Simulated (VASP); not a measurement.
A run of VASP 6.6.1 is set up as follows.

INCAR

```
SYSTEM = NaCl
PREC = Accurate
ENCUT = 520
EDIFF = 1E-6
ISMEAR = 0
SIGMA = 0.02
LREAL = .False.
LASPH = .True.
NELM = 100
ALGO = Normal
ISIF = 2
LWAVE = .False.
LCHARG = .False.
GGA = PE
NBANDS = 14
```

File KPOINTS:

```
Automatic mesh
0
Gamma
  8 8 8
  0 0 0
```

The input POSCAR:

```
NaCl
1.0
    0.0000000000      2.7589818966      2.7589818966
    2.7589818966      0.0000000000      2.7589818966
    2.7589818966      2.7589818966      0.0000000000
Na Cl
1 1
Direct
    0.0000000000      0.0000000000      0.0000000000
    0.5000000000      0.5000000000      0.5000000000
```

Potentials or basis: VASP PAW PBE potentials, release 64 (Na_pv, Cl).

Command:

```console
$ cat potpaw_PBE.64/Na_pv/POTCAR potpaw_PBE.64/Cl/POTCAR > POTCAR
$ mpirun -np 1 vasp_std > vasp.out
```

Question: Estimate the pressure.

Answer: 2.8 GPa.

Question: What does it give for the band gap on the k mesh?

Answer: 5.37 eV, direct.
